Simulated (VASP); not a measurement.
# Cs (Im-3m) in VASP: a series of runs

Runs on Cs. Level: PBEsol. Tasks: density of states.

Program: VASP 6.6.1. These are calculated values, not measurements. Logs are shortened: lines on timing, memory, paths and dates and some standing lists are left out, and cuts for length are marked.

**1. The cell of the first run**

The structure is cubic, space group Im-3m (No. 229). Conventional cell: a = 4.454 Å, b = 4.454 Å, c = 4.454 Å, α = 90.00°, β = 90.00°, γ = 90.00°. Within 5.1 Å of Cs (site symmetry m-3m) lie 14 Cs at 3.86 to 4.45 Å.

**2. Density of states, PBEsol (volume scaled by 0.4)**

POSCAR

```
Cs
1.0
   -2.2269952225      2.2269952225      2.2269952225
    2.2269952225     -2.2269952225      2.2269952225
    2.2269952225      2.2269952225     -2.2269952225
Cs
1
Direct
    0.0000000000      0.0000000000      0.0000000000
```

INCAR.step1

```
PREC = Accurate ; ENCUT = 520
EDIFF = 1E-7 ; ISMEAR = -1
SIGMA = 0.05 ; LREAL = False
LASPH = True ; NELM = 60
ALGO = Normal ; ISIF = 2
LWAVE = False ; LCHARG = True
GGA = PS ; NBANDS = 10
```

KPOINTS.step1

```
Automatic mesh
0
Gamma
  9 9 9
```

INCAR.step2

```
PREC = Accurate ; ENCUT = 520
EDIFF = 1E-7 ; ISMEAR = -5
SIGMA = 0.05 ; LREAL = False
LASPH = True ; NELM = 60
ALGO = Normal ; ISIF = 2
LWAVE = False ; LCHARG = False
GGA = PS ; LORBIT = 11
NBANDS = 10 ; NEDOS = 1001
ICHARG = 11
```

KPOINTS.step2

```
Automatic mesh
0
Gamma
  14 14 14
```

Potentials or basis: VASP PAW PBE potentials, release 64 (Cs_sv).

Started as:

```sh
> cat potpaw_PBE.64/Cs_sv/POTCAR > POTCAR
> cp INCAR.step1 INCAR
> cp KPOINTS.step1 KPOINTS
> mpirun -np 1 vasp_std > vasp.out
> cp INCAR.step2 INCAR
> cp KPOINTS.step2 KPOINTS
> mpirun -np 1 vasp_std > vasp.out
```

OUTCAR:

```text
PREC = Accurate
   ENCUT = 520
   EDIFF = 1E-7
   ISMEAR = -5
   LREAL = False
   LASPH = True
   NELM = 60
   ISIF = 2
   GGA = PS
   LORBIT = 11
   ICHARG = 11

 ion  position               nearest neighbor table
   1  0.000  0.000  0.000-

  LATTYP: Found a body centered cubic cell.
 ALAT       =     4.4539904450

  Lattice vectors:

 A1 = (  -2.2269952225,   2.2269952225,   2.2269952225)
 A2 = (   2.2269952225,  -2.2269952225,   2.2269952225)
 A3 = (   2.2269952225,   2.2269952225,  -2.2269952225)

Analysis of symmetry for initial positions (statically):
=====================================================================
 Subroutine PRICEL returns:
 Original cell was already a primitive cell.

 Routine SETGRP: Setting up the symmetry group for a
 body centered cubic supercell.

 Subroutine GETGRP returns: Found 48 space group operations
 (whereof 48 operations were pure point group operations)
 out of a pool of 48 trial point group operations.

The static configuration has the point symmetry O_h .

Analysis of symmetry for dynamics (positions and initial velocities):
=====================================================================
 Subroutine PRICEL returns:
 Original cell was already a primitive cell.

 Routine SETGRP: Setting up the symmetry group for a
 body centered cubic supercell.

 Subroutine GETGRP returns: Found 48 space group operations
 (whereof 48 operations were pure point group operations)
 out of a pool of 48 trial point group operations.

The dynamic configuration has the point symmetry O_h .

 Subroutine INISYM returns: Found 48 space group operations
 (whereof 48 operations are pure point group operations),
 and found     1 'primitive' translations

----------------------------------------------------------------------------------------

                                     Primitive cell

  volume of cell :      44.1792

  direct lattice vectors                    reciprocal lattice vectors
    -2.226995222  2.226995222  2.226995222     0.000000000  0.224517769  0.224517769
     2.226995222 -2.226995222  2.226995222     0.224517769  0.000000000  0.224517769
     2.226995222  2.226995222 -2.226995222     0.224517769  0.224517769  0.000000000

  length of vectors
     3.857268874  3.857268874  3.857268874     0.317516075  0.317516075  0.317516075

  position of ions in fractional coordinates (direct lattice)
     0.000000000  0.000000000  0.000000000

  ion indices of the primitive-cell ions
   primitive index   ion index
                 1           1

----------------------------------------------------------------------------------------

 KPOINTS: Automatic mesh

Automatic generation of k-mesh.
 Grid dimensions read from file:
 generate k-points for:   14   14   14

 Generating k-lattice:

  Cartesian coordinates                     Fractional coordinates (reciprocal lattice)
     0.000000000  0.016036984  0.016036984     0.071428571  0.000000000  0.000000000
     0.016036984  0.000000000  0.016036984     0.000000000  0.071428571  0.000000000
     0.016036984  0.016036984  0.000000000     0.000000000  0.000000000  0.071428571

  Length of vectors
     0.022679720  0.022679720  0.022679720

  Shift w.r.t. Gamma in fractional coordinates (k-lattice)
     0.000000000  0.000000000  0.000000000

 TETIRR: Found   3105 inequivalent tetrahedra from    16464

 Subroutine IBZKPT returns following result:
 ===========================================

 Found    104 irreducible k-points:

 Following reciprocal coordinates:
            Coordinates               Weight
  0.000000  0.000000  0.000000      1.000000
  0.071429  0.000000  0.000000     12.000000
  0.142857  0.000000  0.000000     12.000000
  0.214286  0.000000  0.000000     12.000000
  0.285714  0.000000  0.000000     12.000000
  0.357143  0.000000  0.000000     12.000000
[... 16 lines left out ...]
  0.285714  0.285714  0.000000     24.000000
  0.357143  0.285714  0.000000     24.000000
 [... further k-points ...]
   k-points           NKPTS =    104   k-points in BZ     NKDIM =    104   number of bands    NBANDS=     10
   number of dos      NEDOS =   1001   number of ions     NIONS =      1
   total plane-waves  NPLWV =  27000
   dimension x,y,z NGX =    30 NGY =   30 NGZ =   30
   dimension x,y,z NGXF=    60 NGYF=   60 NGZF=   60
   ions per type =               1
   NGX,Y,Z   is equivalent  to a cutoff of  12.93, 12.93, 12.93 a.u.
   NGXF,Y,Z  is equivalent  to a cutoff of  25.86, 25.86, 25.86 a.u.
 SYSTEM =  unknown system
   PREC   = accura    normal or accurate (medium, high low for compatibility)
   ISTART =      0    job   : 0-new  1-cont  2-samecut
   ICHARG =     11    charge: 1-file 2-atom 10-const
   ISPIN  =      1    spin polarized calculation?
   LNONCOLLINEAR =      F non collinear calculations
   LSORBIT =      F    spin-orbit coupling
   LASPH  =      T    aspherical Exc in radial PAW
   ENCUT  =  520.0 eV  38.22 Ry    6.18 a.u.   7.17  7.17  7.17*2*pi/ulx,y,z
   NELM   =     60;   NELMIN=  2; NELMDL=  0     # of ELM steps
   EDIFF  = 0.1E-06   stopping-criterion for ELM
   LREAL  =      F    real-space projection
   EDIFFG = 0.1E-05   stopping-criterion for IOM
   NSW    =      0    number of steps for IOM
   IBRION =     -1    ionic relax: 0-MD 1-quasi-New 2-CG
   NFREE  =      0    steps in history (QN), initial steepest desc. (CG)
   ISIF   =      2    stress and relaxation
   ISYM   =      2    0-nonsym 1-usesym 2-fastsym
   POTIM  = 0.5000    time-step for ionic-motion
   TEBEG  =    0.0;   TEEND  =   0.0 temperature during run
   PSTRESS=    0.0 pullay stress
   NELECT =       9.0000    total number of electrons
   NUPDOWN=      -1.0000    fix difference up-down
   EMIN   =  10.00;   EMAX   =-10.00  energy-range for DOS
   EFERMI =   0.00;   METHOD = LEGACY
   ISMEAR =    -5;   SIGMA  =   0.05  broadening in eV -4-tet -1-fermi 0-gaus
   EFERMI_NEDOS =   21; number of points for ismear=-14 and -15
   IALGO  =     38    algorithm
   IMIX   =      4    mixing-type and parameters
     AMIX     =   0.40;   BMIX     =  1.00
     AMIX_MAG =   1.60;   BMIX_MAG =  1.00
  volume/ion in A,a.u.               =      44.18       298.14
  Fermi-wavevector in a.u.,A,eV,Ry     =   0.963274  1.820323 12.624795  0.927896
  Thomas-Fermi vector in A             =   2.092805
   LORBIT       =     11    0 simple, 1 ext, 2 COOP (PROOUT), +10 PAW based schemes
   GGA     = PS    functional components
   LHFCALC =     F    Hartree Fock is set to
   AEXX    =    0.0000 exact exchange contribution
   IVDW    =     0    specifies the selected vdW correction
   LEPSILON=     F    determine dielectric tensor
   LRPA    =     F    only Hartree local field effects (RPA)
 non-spin polarized calculation
 Fermi weights with tetrahedron method with Bloechl corrections
  energy-cutoff  :      520.00
  volume of cell :       44.18
 maximum number of plane-waves:      1208
 NGX is ok and might be reduce to    30

 number of electron       9.0000000 magnetization

 Free energy of the ion-electron system (eV)
  ---------------------------------------------------
  ext. energy  EPLUGINS =         0.00000000
  ---------------------------------------------------
  free energy    TOTEN  =        -0.27099418 eV

  energy without entropy =       -0.27099418  energy(sigma->0) =       -0.27099418

 E-fermi :   4.0687     XC(G=0):  -8.7147

 val. band max:        4.0524886933   @ k =   0.2143   0.1429   0.0000
 cond. band min:       4.0742002646   @ k =  -0.3571   0.3571   0.2857
 fundamental gap:      0.0217115713
 Fermi energy:         4.0686754708

 k-point     1 :       0.0000    0.0000    0.0000
  band No.  band energies     occupation
      1     -19.9317      2.00000
      2      -5.6406      2.00000
      3      -5.6406      2.00000
      4      -5.6406      2.00000
      5       2.0803      2.00000
      6       7.0959      0.00000
      7       7.0959      0.00000
      8       7.0959      0.00000
      9       9.0540      0.00000
     10       9.0540      0.00000

 k-point     2 :       0.0714    0.0000    0.0000
  band No.  band energies     occupation
      1     -19.9157      2.00000
      2      -5.7731      2.00000
      3      -5.6745      2.00000
      4      -5.6433      2.00000
      5       2.2708      2.00000
      6       6.9327      0.00000
      7       7.0075      0.00000
      8       7.2661      0.00000
      9       8.7236      0.00000
     10       8.9925      0.00000

 k-point     3 :       0.1429    0.0000    0.0000
  band No.  band energies     occupation
      1     -19.8703      2.00000
      2      -6.1191      2.00000
      3      -5.7671      2.00000
      4      -5.6510      2.00000
      5       2.7606      2.00000
      6       6.5488      0.00000
      7       6.6661      0.00000
      8       7.7663      0.00000
      9       8.4817      0.00000
     10       8.8935      0.00000

 k-point     4 :       0.2143    0.0000    0.0000
  band No.  band energies     occupation
      1     -19.8033      2.00000
      2      -6.5687      2.00000
      3      -5.8956      2.00000
      4      -5.6624      2.00000
      5       3.3172      2.00000
      6       6.1103      0.00000
      7       6.2937      0.00000
      8       8.5682      0.00000
      9       8.6665      0.00000
     10       8.8813      0.00000

 k-point     5 :       0.2857    0.0000    0.0000
  band No.  band energies     occupation
      1     -19.7269      2.00000
      2      -7.0176      2.00000
      3      -6.0315      2.00000
      4      -5.6754      2.00000
      5       3.5991      2.00000
      6       5.7169      0.00000
      7       6.3698      0.00000
      8       9.0222      0.00000
      9       9.0690      0.00000
     10       9.6324      0.00000

 k-point     6 :       0.3571    0.0000    0.0000
  band No.  band energies     occupation
      1     -19.6563      2.00000
      2      -7.3894      2.00000
      3      -6.1485      2.00000
      4      -5.6873      2.00000
      5       3.5326      2.00000
      6       5.4158      0.00000
      7       6.9575      0.00000
      8       9.3414      0.00000
      9       9.4595      0.00000
     10      10.9085      0.00000
[... 183 lines left out ...]
 k-point    21 :       0.2857    0.2143    0.0000
  band No.  band energies     occupation
      1     -19.5891      2.00000
      2      -7.3973      2.00000
      3      -6.5451      2.00000
      4      -5.8777      2.00000
      5       4.3647     -0.04029
      6       5.3887      0.00000
      7       6.5027      0.00000
      8       8.8911      0.00000
      9      10.2442      0.00000
     10      12.0425      0.00000

 k-point    22 :       0.3571    0.2143   -0.0000
  band No.  band energies     occupation
      1     -19.5616      2.00000
      2      -7.4555      2.00000
      3      -6.6742      2.00000
      4      -5.8921      2.00000
      5       4.2925      0.03198
      6       5.4552      0.00000
      7       6.7325      0.00000
      8       9.0256      0.00000
      9      10.4161      0.00000
     10      12.6795      0.00000

 k-point    23 :       0.2857    0.2857    0.0000
  band No.  band energies     occupation
      1     -19.5577      2.00000
      2      -7.3479      2.00000
      3      -6.8183      2.00000
      4      -5.9105      2.00000
      5       4.5465     -0.00396
      6       5.5248      0.00000
      7       6.4022      0.00000
      8       9.2722      0.00000
      9      10.0816      0.00000
     10      12.5328      0.00000

 k-point    24 :       0.3571    0.2857    0.0000
  band No.  band energies     occupation
      1     -19.5465      2.00000
      2      -7.2780      2.00000
      3      -6.9700      2.00000
      4      -5.9206      2.00000
      5       4.5794     -0.00350
      6       5.7031      0.00000
      7       6.2508      0.00000
      8       9.4961      0.00000
      9      10.1421      0.00000
     10      12.1963      0.00000

 [... further k-points ...]
[... 5 lines left out ...]
  --------------------------------------------------------------------------------------
  -------------------------------------------------------------------------------------
  Total        1.3964340      1.3964340      1.3964340     -0.0000000      0.0000000     -0.0000000
  in kB       50.6422683     50.6422683     50.6422683     -0.0000000      0.0000000     -0.0000000
  external PRESSURE =      50.6422683 kB  Pullay stress =       0.0000000 kB

 VOLUME and BASIS-vectors are now :
 -----------------------------------------------------------------------------
  energy-cutoff  :      520.00
  volume of cell :       44.18
      direct lattice vectors                 reciprocal lattice vectors
    -2.226995222  2.226995222  2.226995222     0.000000000  0.224517769  0.224517769
     2.226995222 -2.226995222  2.226995222     0.224517769  0.000000000  0.224517769
     2.226995222  2.226995222 -2.226995222     0.224517769  0.224517769  0.000000000

 POSITION                                       TOTAL-FORCE (eV/Angst)
 -----------------------------------------------------------------------------------
      0.00000      0.00000      0.00000         0.000000      0.000000      0.000000
 -----------------------------------------------------------------------------------
    total drift:                                0.000000      0.000000     -0.000000

  FREE ENERGIE OF THE ION-ELECTRON SYSTEM (eV)
  ---------------------------------------------------
  free  energy   TOTEN  =        -0.2709941837 eV

  energy  without entropy=       -0.2709941837  energy(sigma->0) =       -0.27099418

 total charge

# of ion       s       p       d       tot
------------------------------------------
    1        1.877   4.579   0.125   6.581
```

Wall time 22 s (1 thread of AMD EPYC 9R45 (Zen 5), shared host); peak memory 0.15 GiB.

What came out:

```yaml
Valence_electrons_inside_the_program's_atomic_spheres: Cs 6.58
```

Levels at points of the mesh, in eV from the Fermi level:
```tsv
k point	band 1	band 2	band 3	band 4	band 5	band 6	band 7	band 8	band 9	band 10
(0.00, 0.00, 0.00)	-24.00	-9.71	-9.71	-9.71	-1.99	3.03	3.03	3.03	4.99	4.99
(0.50, 0.00, 0.00)	-23.66	-11.79	-10.32	-9.77	-0.74	1.10	3.99	5.41	6.30	6.67
(0.50, 0.50, 0.50)	-23.43	-11.05	-11.05	-11.05	-0.96	-0.96	7.37	7.37	7.37	8.06
```

Caveat: the PAW data sets were made with another functional, which shifts forces and pressure a little; spin-orbit coupling is left out, which moves the levels of the heavy elements; tetrahedron occupations give inexact forces and stress in metals.

**3. Density of states, PBEsol (volume scaled by 0.55)**

POSCAR

```
Cs
1.0
   -2.4763965183      2.4763965183      2.4763965183
    2.4763965183     -2.4763965183      2.4763965183
    2.4763965183      2.4763965183     -2.4763965183
Cs
1
Direct
    0.0000000000      0.0000000000      0.0000000000
```

INCAR.step1

```
PREC = Accurate
ENCUT = 520
EDIFF = 1E-6
ISMEAR = -1
SIGMA = 0.05
LREAL = False
LASPH = True
NELM = 60
ALGO = Normal
ISIF = 2
LWAVE = False
LCHARG = True
GGA = PS
NBANDS = 10
```

KPOINTS.step1

```
regular mesh
0
Gamma
  9 9 9
```

INCAR.step2

```
PREC = Accurate
ENCUT = 520
EDIFF = 1E-6
ISMEAR = -5
SIGMA = 0.05
LREAL = False
LASPH = True
NELM = 60
ALGO = Normal
ISIF = 2
LWAVE = False
LCHARG = False
GGA = PS
LORBIT = 11
NEDOS = 1001
ICHARG = 11
```

KPOINTS.step2

```
regular mesh
0
Gamma
  14 14 14
```

Potentials or basis: VASP PAW PBE potentials, release 64 (Cs_sv).

Started as:

```sh
> cat potpaw_PBE.64/Cs_sv/POTCAR > POTCAR
> cp INCAR.step1 INCAR
> cp KPOINTS.step1 KPOINTS
> mpirun -np 1 vasp_std > vasp.out
> cp INCAR.step2 INCAR
> cp KPOINTS.step2 KPOINTS
> mpirun -np 1 vasp_std > vasp.out
```

It took 22 s on 1 thread of Intel Xeon Platinum 8375C at 2.90GHz (Ice Lake), shared host; peak memory 0.2 GiB.

The run converged. Its results:

- Valence electrons inside the program's atomic spheres: Cs 6.56

Levels at points of the mesh, in eV from the Fermi level:
```csv
k point,band 1,band 2,band 3,band 4,band 5,band 6,band 7,band 8
"(0.00, 0.00, 0.00)",-23.73,-10.09,-10.09,-10.09,-2.20,2.83,2.83,2.83
"(0.50, 0.00, 0.00)",-23.62,-11.05,-10.38,-10.11,-0.43,1.36,2.30,4.46
"(0.50, 0.50, 0.50)",-23.55,-10.72,-10.72,-10.72,-0.23,-0.23,5.37,5.37
```

Caveat: the PAW data sets were made with another functional, which shifts forces and pressure a little; spin-orbit coupling is left out, which moves the levels of the heavy elements; tetrahedron occupations give inexact forces and stress in metals.
